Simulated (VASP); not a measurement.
Here is a VASP 6.6.1 calculation.

File INCAR:

```
ALGO = Normal ; EDIFF = 1E-6
ENCUT = 520 ; GGA = PS
GGA_COMPAT = F ; ISIF = 2
ISMEAR = -1 ; LASPH = T
LCHARG = F ; LORBIT = 11
LORBMOM = T ; LREAL = F
LSORBIT = T ; LWAVE = F
MAGMOM = 0 0 0 0 0 0 ; NBANDS = 30
NELM = 150 ; PREC = Accurate
SIGMA = 0.05
```

File KPOINTS:

```
k-points
0
Gamma
  7 7 7
```

POSCAR

```
HgTe
1.0
    0.0000000000      3.2145000000      3.2145000000
    3.2145000000      0.0000000000      3.2145000000
    3.2145000000      3.2145000000      0.0000000000
Hg Te
1 1
Direct
    0.0000000000      0.0000000000      0.0000000000
    0.7500000000      0.7500000000      0.7500000000
```

Potentials or basis: VASP PAW PBE potentials, release 64 (Hg, Te).

The run is started by

```bash
$ cat potpaw_PBE.64/Hg/POTCAR potpaw_PBE.64/Te/POTCAR > POTCAR
$ mpirun -np 1 vasp_ncl > vasp.out
```

What does it give for the pressure?

1.6 GPa.

Estimate the net moment.

0.00 μB per cell.

Moments on the atoms (μB; x, y, z):
```
Hg  0.00 0.00 0.00
Te  0.00 0.00 0.00
```

Caveat: the PAW data sets were made with another functional, which shifts forces and pressure a little.
